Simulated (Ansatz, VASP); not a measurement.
**Na: VASP beside Ansatz**

INCAR

```
ALGO = Normal
EDIFF = 1E-6
ENCUT = 520
GGA = PE
ISIF = 2
ISMEAR = 0
LASPH = True
LCHARG = False
LREAL = False
LWAVE = False
NBANDS = 10
NELM = 60
PREC = Accurate
SIGMA = 0.15
```

Contents of KPOINTS:

```
k-points
0
Gamma
  16 16 16
```

Contents of POSCAR:

```
Na
1.0
   -2.1492625000      2.1492625000      2.1810250000
    2.1492625000     -2.1492625000      2.1810250000
    2.1492625000      2.1492625000     -2.1810250000
Na
1
Direct
    0.0000000000      0.0000000000      0.0000000000
```

Input for Ansatz:

```yaml
crystal:
  lattice:
    - [-2.1492625, 2.1492625, 2.181025]
    - [2.1492625, -2.1492625, 2.181025]
    - [2.1492625, 2.1492625, -2.181025]
  atoms:
    - { symbol: Na, position: [0.0, 0.0, 0.0] }
basis:
  ecutwfc: 420
kpoints:
  mp_grid: { grid: [16, 16, 16] }
hamiltonian:
  xc: pbe
scf:
  occupations: { method: gaussian, width: 0.15 }
output:
  forces: true
  stress: true
  eigenvalues: true
```

Change from the starting cell: strain +0.015 along x and y, +0.030 along z, atoms carried along.

Alike in both runs: task single point; functional PBE; k mesh 16 × 16 × 16; occupations gaussian, width 0.15 eV; no spin polarisation.

```csv
,VASP,Ansatz
version,VASP 6.6.1,Ansatz 0.2.0
potentials or method,"VASP PAW PBE potentials, release 64 (Na_pv), cutoff 520 eV","scalar-relativistic, plane waves, PAW"
valence electrons in the cell,7,9
```

|  | VASP | Ansatz | Ansatz less VASP |
| --- | --- | --- | --- |
| gap on the k mesh at the Fermi level (eV) | none | none | - |
| pressure (GPa) | -0.6 | -0.6 | +0.02 |

A gap of «none» marks a metal or a gap that the smearing closes. The functional is the same, so the differences come from potentials, cutoffs and numerics. VASP's potentials hold 7 valence electrons a cell and Ansatz's 9, so a difference there can come from the potentials and not from the codes.
